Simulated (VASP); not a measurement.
## Mn: single point with r2SCAN

The system is Mn.

```
CELL_PARAMETERS angstrom
-1.39653 1.39653 1.39653
1.39653 -1.39653 1.39653
1.39653 1.39653 -1.39653
ATOMIC_POSITIONS crystal
Mn 0.00000 0.00000 0.00000
```

```
Program             : VASP 6.6.1
Task                : single point
Functional          : r2SCAN
Potentials or basis : VASP PAW PBE potentials, release 64 (Mn_pv)
Cutoff              : 520 eV
k mesh              : 17 × 17 × 17
Occupations         : fermi-dirac, width 0.1 eV
Spin                : no spin polarisation
```

* Pressure: -9.7 GPa

Levels at points of the mesh, in eV from the Fermi level:
```
           k point  band 3  band 4  band 5  band 6  band 7  band 8  band 9  band 10
(0.00, 0.00, 0.00)  -49.85   -9.17   -1.75   -1.75   -1.75    0.49    0.49    24.41
```

It took 40 s on 1 thread of Intel(R) Xeon(R) 6975P-C (Granite Rapids), with other jobs on the host, peak memory 0.13 GiB.

Caveat: the PAW data sets were made with another functional, which shifts forces and pressure a little; the run has no spin polarisation, though such a crystal can be magnetic. Spin polarisation is off, so any magnetic state and its effect on volume and gap are missing.
